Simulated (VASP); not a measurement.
MgZn4O:

```
Mg Zn O
1.0
     3.40367   -3.53997    0.00000
     3.40367    3.53997    0.00000
     0.00000    0.00000    3.25203
Mg Zn O
1 4 1
Direct
  0.50000 0.50000 0.00000
  0.79550 0.79550 0.00000
  0.69484 0.30516 0.50000
  0.20450 0.20450 0.00000
  0.30516 0.69484 0.50000
  0.00000 0.00000 0.50000
```

```yaml
Program: VASP 6.6.1
Task: relaxation of cell and atoms
Functional: PBE
Potentials_or_basis: VASP PAW PBE potentials, release 64 (Mg, Zn, O)
Cutoff: 600 eV
k_mesh: 3 × 3 × 5
Occupations: gaussian, width 0.2 eV
Spin: no spin polarisation
```

At the start: pressure 42.3 GPa; volume 13.06 Å³/atom.

Q: How do energy, volume and symmetry change on relaxing?

A: Over 12 steps the energy falls by 1021.6 meV/atom and the volume is 19.07 Å³/atom (+46.0 %); space group Cmmm (No. 65, to 0.05 Å).

Step by step:
```csv
step,energy change (eV),largest force (eV/Å),pressure (GPa),volume (Å³)
1,0.0000,4.9075,42.26,78.37
2,-5.6280,1.1120,-2.23,124.08
3,-5.6323,1.2435,-1.14,120.06
4,-5.6348,1.2100,-1.40,121.01
5,-5.8003,0.8398,-0.60,118.72
6,-5.9345,0.5384,1.38,114.73
7,-6.0307,0.3419,0.08,117.02
8,-6.0618,0.1833,-0.98,118.99
9,-6.1043,0.1400,-0.44,116.59
10,-6.1246,0.1246,0.16,114.15
11,-6.1257,0.1161,0.38,113.34
12,-6.1294,0.0336,-0.25,114.40
```

Final structure:
```yaml
crystal:
  lattice:
    - [4.22542, -4.22133, 0.00000]
    - [4.22542, 4.22133, 0.00000]
    - [0.00000, 0.00000, 3.20682]
  atoms:
    - { symbol: Mg, position: [0.50000, 0.50000, 0.00000] }
    - { symbol: Zn, position: [0.81036, 0.81036, 0.00000] }
    - { symbol: Zn, position: [0.75456, 0.24544, 0.50000] }
    - { symbol: Zn, position: [0.18964, 0.18964, 0.00000] }
    - { symbol: Zn, position: [0.24544, 0.75456, 0.50000] }
    - { symbol: O, position: [0.00000, 0.00000, 0.50000] }
```

Caveat: the k points lie up to 0.39 Å⁻¹ apart in the final cell; the volume moved by over 15 % at a fixed basis, so the end points are rough; the relaxation stopped at a loose force limit of 0.08 eV/Å, so its end isn't a converged minimum.
